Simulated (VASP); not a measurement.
# Sc (Immm) in VASP: further runs

The runs below take Sc through single point, with r2SCAN.

Program: VASP 6.6.1. These are calculated values, not measurements. Logs are shortened: lines on timing, memory, paths and dates and some standing lists are left out, and cuts for length are marked.

## Step 1: The cell of the first run

The structure is orthorhombic, space group Immm (No. 71). Conventional cell: a = 3.435 Å, b = 3.796 Å, c = 3.834 Å, α = 90.00°, β = 90.00°, γ = 90.00°. Within 4.2 Å of Sc (site symmetry mmm) lie 14 Sc at 3.20 to 3.83 Å.

## Step 2: Single point, r2SCAN (strain -0.0100 x Voigt [1, 0, 0, 0, 0, 0])

The input, POSCAR:

```
Sc
1.0
   -1.8980334310      1.9172054859      1.7176030000
    1.8980334310     -1.9172054859      1.7176030000
    1.8980334310      1.9172054859     -1.7176030000
Sc
1
Direct
    0.0000000000      0.0000000000      0.0000000000
```

The input, INCAR.step1:

```
SYSTEM = Sc
  ALGO = Normal
  EDIFF = 1E-4
  ENCUT = 520
  GGA = PE
  ISMEAR = 0
  LASPH = .TRUE.
  LCHARG = .FALSE.
  LREAL = .FALSE.
  LWAVE = .TRUE.
  NBANDS = 12
  NELM = 100
  PREC = Accurate
  SIGMA = 0.15
```

The input, INCAR.step2:

```
SYSTEM = Sc
  ALGO = Normal
  EDIFF = 1E-6
  ENCUT = 520
  ISIF = 2
  ISMEAR = 0
  ISTART = 1
  LASPH = .TRUE.
  LCHARG = .FALSE.
  LMIXTAU = .TRUE.
  LREAL = .FALSE.
  LWAVE = .FALSE.
  METAGGA = R2SCAN
  NBANDS = 12
  NELM = 100
  PREC = Accurate
  SIGMA = 0.15
```

The input, KPOINTS:

```
k-points
0
G
  18 18 18
  0 0 0
```

Potentials or basis: VASP PAW PBE potentials, release 64 (Sc_sv).

Started as:

```sh
cat potpaw_PBE.64/Sc_sv/POTCAR > POTCAR
cp INCAR.step1 INCAR
mpirun -np 1 vasp_std > vasp.out
cp INCAR.step2 INCAR
mpirun -np 1 vasp_std > vasp.out
```

OUTCAR:

```text
SYSTEM = Sc
   EDIFF = 1E-6
   ENCUT = 520
   ISIF = 2
   ISMEAR = 0
   ISTART = 1
   LASPH = .TRUE.
   LREAL = .FALSE.
   METAGGA = R2SCAN
   NELM = 100
   PREC = Accurate

 ion  position               nearest neighbor table
   1  0.000  0.000  0.000-

  LATTYP: Found a body centered orthorhombic cell.
 ALAT       =     3.4352060000
 B/A-ratio  =     1.1050478085
 C/A-ratio  =     1.1162099076

  Lattice vectors:

 A1 = (   1.8980334310,  -1.9172054859,   1.7176030000)
 A2 = (  -1.8980334310,  -1.9172054859,  -1.7176030000)
 A3 = (   1.8980334310,   1.9172054859,  -1.7176030000)

Analysis of symmetry for initial positions (statically):
=====================================================================
 Subroutine PRICEL returns:
 Original cell was already a primitive cell.

 Routine SETGRP: Setting up the symmetry group for a
 body centered orthorhombic supercell.

 Subroutine GETGRP returns: Found  8 space group operations
 (whereof  8 operations were pure point group operations)
 out of a pool of  8 trial point group operations.

The static configuration has the point symmetry D_2h.

Analysis of symmetry for dynamics (positions and initial velocities):
=====================================================================
 Subroutine PRICEL returns:
 Original cell was already a primitive cell.

 Routine SETGRP: Setting up the symmetry group for a
 body centered orthorhombic supercell.

 Subroutine GETGRP returns: Found  8 space group operations
 (whereof  8 operations were pure point group operations)
 out of a pool of  8 trial point group operations.

The dynamic configuration has the point symmetry D_2h.

 Subroutine INISYM returns: Found  8 space group operations
 (whereof  8 operations are pure point group operations),
 and found     1 'primitive' translations

----------------------------------------------------------------------------------------

                                     Primitive cell

  volume of cell :      25.0009

  direct lattice vectors                    reciprocal lattice vectors
    -1.898033431  1.917205486  1.717603000     0.000000000  0.260796249  0.291103357
     1.898033431 -1.917205486  1.717603000     0.263430555  0.000000000  0.291103357
     1.898033431  1.917205486 -1.717603000     0.263430555  0.260796249  0.000000000

  length of vectors
     3.198181959  3.198181959  3.198181959     0.390839927  0.392602626  0.370689008

  position of ions in fractional coordinates (direct lattice)
     0.000000000  0.000000000  0.000000000

  ion indices of the primitive-cell ions
   primitive index   ion index
                 1           1

----------------------------------------------------------------------------------------

 KPOINTS: k-points

Automatic generation of k-mesh.
 Grid dimensions read from file:
 generate k-points for:   18   18   18

 Generating k-lattice:

  Cartesian coordinates                     Fractional coordinates (reciprocal lattice)
     0.000000000  0.014488681  0.016172409     0.055555556  0.000000000 -0.000000000
     0.014635031  0.000000000  0.016172409     0.000000000  0.055555556 -0.000000000
     0.014635031  0.014488681  0.000000000     0.000000000 -0.000000000  0.055555556

  Length of vectors
     0.021713329  0.021811257  0.020593834

  Shift w.r.t. Gamma in fractional coordinates (k-lattice)
     0.000000000  0.000000000  0.000000000

 Subroutine IBZKPT returns following result:
 ===========================================

 Found    865 irreducible k-points:

 Following reciprocal coordinates:
            Coordinates               Weight
  0.000000  0.000000  0.000000      1.000000
  0.055556  0.000000  0.000000      4.000000
  0.111111  0.000000  0.000000      4.000000
  0.166667  0.000000 -0.000000      4.000000
  0.222222  0.000000  0.000000      4.000000
  0.277778  0.000000 -0.000000      4.000000
[... 16 lines left out ...]
 -0.333333  0.055556  0.000000      8.000000
 -0.277778  0.055556  0.000000      8.000000
 [... further k-points ...]
   k-points           NKPTS =    865   k-points in BZ     NKDIM =    865   number of bands    NBANDS=     12
   number of dos      NEDOS =    301   number of ions     NIONS =      1
   total plane-waves  NPLWV =  13824
   dimension x,y,z NGX =    24 NGY =   24 NGZ =   24
   dimension x,y,z NGXF=    48 NGYF=   48 NGZF=   48
   ions per type =               1
   NGX,Y,Z   is equivalent  to a cutoff of  12.48, 12.48, 12.48 a.u.
   NGXF,Y,Z  is equivalent  to a cutoff of  24.95, 24.95, 24.95 a.u.
 SYSTEM =  Sc
   PREC   = accura    normal or accurate (medium, high low for compatibility)
   ISTART =      1    job   : 0-new  1-cont  2-samecut
   ICHARG =      0    charge: 1-file 2-atom 10-const
   ISPIN  =      1    spin polarized calculation?
   LNONCOLLINEAR =      F non collinear calculations
   LSORBIT =      F    spin-orbit coupling
   LASPH  =      T    aspherical Exc in radial PAW
   ENCUT  =  520.0 eV  38.22 Ry    6.18 a.u.   5.95  5.95  5.95*2*pi/ulx,y,z
   NELM   =    100;   NELMIN=  2; NELMDL=  0     # of ELM steps
   EDIFF  = 0.1E-05   stopping-criterion for ELM
   LREAL  =      F    real-space projection
   EDIFFG = 0.1E-04   stopping-criterion for IOM
   NSW    =      0    number of steps for IOM
   IBRION =     -1    ionic relax: 0-MD 1-quasi-New 2-CG
   NFREE  =      0    steps in history (QN), initial steepest desc. (CG)
   ISIF   =      2    stress and relaxation
   ISYM   =      2    0-nonsym 1-usesym 2-fastsym
   POTIM  = 0.5000    time-step for ionic-motion
   TEBEG  =    0.0;   TEEND  =   0.0 temperature during run
   PSTRESS=    0.0 pullay stress
   NELECT =      11.0000    total number of electrons
   NUPDOWN=      -1.0000    fix difference up-down
   EMIN   =  10.00;   EMAX   =-10.00  energy-range for DOS
   EFERMI =   0.00;   METHOD = LEGACY
   ISMEAR =     0;   SIGMA  =   0.15  broadening in eV -4-tet -1-fermi 0-gaus
   EFERMI_NEDOS =   21; number of points for ismear=-14 and -15
   IALGO  =     38    algorithm
   IMIX   =      4    mixing-type and parameters
     AMIX     =   0.40;   BMIX     =  1.00
     AMIX_MAG =   1.60;   BMIX_MAG =  1.00
  volume/ion in A,a.u.               =      25.00       168.71
  Fermi-wavevector in a.u.,A,eV,Ry     =   1.245147  2.352987 21.094351  1.550391
  Thomas-Fermi vector in A             =   2.379382
   LORBIT       =      0    0 simple, 1 ext, 2 COOP (PROOUT), +10 PAW based schemes
   METAGGA = R2SCAN    functional components
   LHFCALC =     F    Hartree Fock is set to
   AEXX    =    0.0000 exact exchange contribution
   IVDW    =     0    specifies the selected vdW correction
   LEPSILON=     F    determine dielectric tensor
   LRPA    =     F    only Hartree local field effects (RPA)
 non-spin polarized calculation
 Gauss-broadening in eV      SIGMA  =   0.15
  energy-cutoff  :      520.00
  volume of cell :       25.00
 maximum number of plane-waves:       691
   NGX = 11   NGY = 11   NGZ = 11

 number of electron      11.0000004 magnetization

 Free energy of the ion-electron system (eV)
  ---------------------------------------------------
  ext. energy  EPLUGINS =         0.00000000
  ---------------------------------------------------
  free energy    TOTEN  =       -11.28110188 eV

  energy without entropy =      -11.25716571  energy(sigma->0) =      -11.26913380

 E-fermi :   3.7642     XC(G=0): -10.5370

 val. band max:        3.7637554642   @ k =  -0.2778   0.4444   0.0556
 cond. band min:       3.7644196730   @ k =  -0.2222  -0.4444   0.0556
 fundamental gap:      0.0006642088
 Fermi energy:         3.7642134160

 k-point     1 :       0.0000    0.0000    0.0000
  band No.  band energies     occupation
      1     -47.9980      2.00000
      2     -25.4459      2.00000
      3     -25.4443      2.00000
      4     -25.4102      2.00000
      5      -1.8171      2.00000
      6       5.0343      0.00000
      7       5.7040      0.00000
      8       5.7579      0.00000
      9       6.3258      0.00000
     10       7.1161      0.00000
     11      17.7191      0.00000
     12      17.8422      0.00000

 k-point     2 :       0.0556    0.0000    0.0000
  band No.  band energies     occupation
      1     -47.9961      2.00000
      2     -25.4524      2.00000
      3     -25.4481      2.00000
      4     -25.4168      2.00000
      5      -1.7279      2.00000
      6       5.0483      0.00000
      7       5.6759      0.00000
      8       5.7536      0.00000
      9       6.3317      0.00000
     10       7.0728      0.00000
     11      17.7142      0.00000
     12      17.9269      0.00000

 k-point     3 :       0.1111    0.0000    0.0000
  band No.  band energies     occupation
      1     -47.9904      2.00000
      2     -25.4793      2.00000
      3     -25.4590      2.00000
      4     -25.4269      2.00000
      5      -1.4647      2.00000
      6       5.0419      0.00000
      7       5.5609      0.00000
      8       5.7966      0.00000
      9       6.3723      0.00000
     10       6.9728      0.00000
     11      17.6178      0.00000
     12      18.1591      0.00000
[... 286 lines left out ...]
 k-point    23 :      -0.3333    0.0556    0.0000
  band No.  band energies     occupation
      1     -47.9545      2.00000
      2     -25.6902      2.00000
      3     -25.5296      2.00000
      4     -25.4455      2.00000
      5       0.5210      2.00000
      6       4.3813      0.00000
      7       4.5087      0.00000
      8       6.7745      0.00000
      9       6.8737      0.00000
     10       7.1169      0.00000
     11      14.1276      0.00000
     12      15.7035      0.00000

 k-point    24 :      -0.2778    0.0556    0.0000
  band No.  band energies     occupation
      1     -47.9655      2.00000
      2     -25.6273      2.00000
      3     -25.5068      2.00000
      4     -25.4406      2.00000
      5      -0.1498      2.00000
      6       4.5947      0.00000
      7       4.8280      0.00000
      8       6.5139      0.00000
      9       6.7081      0.00000
     10       6.8931      0.00000
     11      15.4591      0.00000
     12      16.3336      0.00000

 [... further k-points ...]
[... 5 lines left out ...]
  --------------------------------------------------------------------------------------
  -------------------------------------------------------------------------------------
  Total       -0.0664486     -0.0489833      0.3262587      0.0000000      0.0000000     -0.0000000
  in kB       -4.2583487     -3.1390894     20.9082371      0.0000000      0.0000000     -0.0000000
  external PRESSURE =       4.5035997 kB  Pullay stress =       0.0000000 kB

 VOLUME and BASIS-vectors are now :
 -----------------------------------------------------------------------------
  energy-cutoff  :      520.00
  volume of cell :       25.00
      direct lattice vectors                 reciprocal lattice vectors
    -1.898033431  1.917205486  1.717603000     0.000000000  0.260796249  0.291103357
     1.898033431 -1.917205486  1.717603000     0.263430555  0.000000000  0.291103357
     1.898033431  1.917205486 -1.717603000     0.263430555  0.260796249  0.000000000

 POSITION                                       TOTAL-FORCE (eV/Angst)
 -----------------------------------------------------------------------------------
      0.00000      0.00000      0.00000         0.000000     -0.000000      0.000000
 -----------------------------------------------------------------------------------
    total drift:                                0.000000      0.000000      0.000000

  FREE ENERGIE OF THE ION-ELECTRON SYSTEM (eV)
  ---------------------------------------------------
  free  energy   TOTEN  =       -11.2811018835 eV

  energy  without entropy=      -11.2571657119  energy(sigma->0) =      -11.26913380
```

Wall time 11 min (1 thread of Intel Xeon Platinum 8259CL at 2.50GHz (Skylake/Cascade Lake), shared host); peak memory 0.35 GiB.

What came out:

- Free energy: -11.2811 eV
- Pressure: 0.5 GPa

Caveat: the cell differs from its parent crystal (strain -0.0100 x Voigt [1, 0, 0, 0, 0, 0]); the PAW data sets were made with another functional, which shifts forces and pressure a little.

## Step 3: Single point, r2SCAN (strain -0.0200 x Voigt [1, 0, 0, 0, 0, 0])

The input, POSCAR:

```
Sc
1.0
   -1.8788613762      1.9172054859      1.7176030000
    1.8788613762     -1.9172054859      1.7176030000
    1.8788613762      1.9172054859     -1.7176030000
Sc
1
Direct
    0.0000000000      0.0000000000      0.0000000000
```

The input, INCAR.step1:

```
ALGO     = Normal         # electronic algorithm
EDIFF    = 1E-4           # SCF threshold, eV
ENCUT    = 520            # plane-wave cutoff, eV
GGA      = PE             # functional
ISMEAR   = 0              # smearing method
LASPH    = T              # aspherical terms in the spheres
LCHARG   = F              # write CHGCAR
LREAL    = F              # projectors in reciprocal space
LWAVE    = T              # write WAVECAR
NBANDS   = 12             # bands
NELM     = 100            # most SCF steps
PREC     = Accurate       # precision mode
SIGMA    = 0.15           # smearing width, eV
```

The input, INCAR.step2:

```
ALGO     = Normal         # electronic algorithm
EDIFF    = 1E-6           # SCF threshold, eV
ENCUT    = 520            # plane-wave cutoff, eV
ISIF     = 2              # what is computed and relaxed
ISMEAR   = 0              # smearing method
ISTART   = 1            
LASPH    = T              # aspherical terms in the spheres
LCHARG   = F              # write CHGCAR
LMIXTAU  = T            
LREAL    = F              # projectors in reciprocal space
LWAVE    = F              # write WAVECAR
METAGGA  = R2SCAN         # meta-GGA
NBANDS   = 12             # bands
NELM     = 100            # most SCF steps
PREC     = Accurate       # precision mode
SIGMA    = 0.15           # smearing width, eV
```

The input, KPOINTS:

```
k-points
0
Gamma
  18 18 18
```

Potentials or basis: VASP PAW PBE potentials, release 64 (Sc_sv).

Started as:

```sh
cat potpaw_PBE.64/Sc_sv/POTCAR > POTCAR
cp INCAR.step1 INCAR
mpirun -np 1 vasp_std > vasp.out
cp INCAR.step2 INCAR
mpirun -np 1 vasp_std > vasp.out
```

It took 10 min on 1 thread of Intel Xeon Platinum 8259CL at 2.50GHz (Skylake/Cascade Lake), shared host; peak memory 0.34 GiB.

The run converged. Its results:

| Quantity | Value |
| --- | --- |
| Free energy | -11.2812 eV |
| Pressure | 1.0 GPa |

Stress tensor (GPa, compression positive):
```
0.19 0.00 0.00
0.00 0.39 0.00
0.00 0.00 2.53
```

Levels at points of the mesh, in eV from the Fermi level:
```csv
k point,band 1,band 2,band 3,band 4,band 5,band 6,band 7,band 8,band 9,band 10
"(0.00, 0.00, 0.00)",-51.73,-29.18,-29.17,-29.14,-5.60,1.30,1.92,2.03,2.61,3.38
"(0.50, 0.00, 0.00)",-51.67,-29.56,-29.30,-29.18,-1.80,0.29,0.45,2.95,3.73,4.41
"(0.00, 0.50, 0.00)",-51.67,-29.56,-29.31,-29.18,-1.79,0.14,0.55,3.13,3.74,4.44
"(0.50, 0.50, 0.00)",-51.67,-29.57,-29.24,-29.16,-1.92,-0.06,1.01,2.56,3.18,4.38
"(0.50, 0.50, 0.50)",-51.63,-29.48,-29.46,-29.36,-1.44,-1.20,4.10,4.12,4.23,5.45
```

Caveat: the cell differs from its parent crystal (strain -0.0200 x Voigt [1, 0, 0, 0, 0, 0]); the PAW data sets were made with another functional, which shifts forces and pressure a little.
